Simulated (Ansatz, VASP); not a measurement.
## IrRh4: VASP beside Ansatz

```
CELL_PARAMETERS angstrom
2.73063 0.00000 0.00000
-1.36531 2.36479 0.00000
0.00000 0.00000 21.97256
ATOMIC_POSITIONS crystal
Ir 0.66667 0.33333 0.75000
Ir 0.33333 0.66667 0.25000
Rh 0.66667 0.33333 0.95028
Rh 0.66667 0.33333 0.15004
Rh 0.66667 0.33333 0.34996
Rh 0.66667 0.33333 0.54972
Rh 0.33333 0.66667 0.65004
Rh 0.33333 0.66667 0.84996
Rh 0.33333 0.66667 0.04972
Rh 0.33333 0.66667 0.45028
```

Alike in both runs: functional PBE; k mesh 18 × 18 × 2; occupations gaussian, width 0.1 eV; no spin polarisation.

Ansatz relaxed the structure, and its values are those at the end. VASP's run is a single point on that final structure, the one shown.

|  | VASP | Ansatz |
| --- | --- | --- |
| version | VASP 6.6.1 | Ansatz 0.2.0 |
| potentials or method | VASP PAW PBE potentials, release 64 (Ir, Rh_pv), cutoff 520 eV | scalar-relativistic, plane waves, PAW |
| valence electrons in the cell | 138 | 170 |

|  | VASP | Ansatz | Ansatz less VASP |
| --- | --- | --- | --- |
| gap on the k mesh at the Fermi level (eV) | none | none | - |
| pressure (GPa) | 0.2 | 0.0 | -0.23 |
| rms of the force components (eV/Å) | 0.014 | 0.000 | -0.0135 |

A gap of «none» marks a metal or a gap that the smearing closes. VASP's potentials hold 138 valence electrons a cell and Ansatz's 170, so a difference there can come from the potentials and not from the codes.

Neither program's run includes spin-orbit coupling.
